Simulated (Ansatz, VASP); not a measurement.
Two plane-wave programs on CaSe

```
CELL_PARAMETERS angstrom
3.60486 -0.02993 -0.02993
-0.02993 3.60486 -0.02993
-0.02993 -0.02993 3.60486
ATOMIC_POSITIONS crystal
Ca 0.00000 0.00000 0.00000
Se 0.50000 0.50000 0.50000
```

Change from the starting cell: shear_111 strain -2.5%.

Alike in both runs: task single point; functional r2SCAN; k mesh 8 × 8 × 8; no spin polarisation.

|  | VASP | Ansatz |
| --- | --- | --- |
| version | VASP 6.6.1 | Ansatz 0.2.0 |
| potentials or method | VASP PAW PBE potentials, release 64 (Ca_sv, Se) | plane waves, PAW |
| plane-wave cutoff (eV) | 520 | 500 |
| occupations | gaussian, width 0.01 eV | fixed |
| valence electrons in the cell | 16 | 26 |

Ansatz gave:

- gap on the k mesh at the Fermi level (eV): 1.20
- pressure (GPa): 1.4
- traceless stress, the component that is largest in VASP (GPa): 0.05

Task: Estimate VASP's values.

Result: gap on the k mesh at the Fermi level (eV): 1.21; pressure (GPa): 1.7; traceless stress, the component that is largest in VASP (GPa): 0.06.

VASP's potentials were made for PBE, not for r2SCAN. VASP's potentials hold 16 valence electrons a cell and Ansatz's 26, so a difference there can come from the potentials and not from the codes.
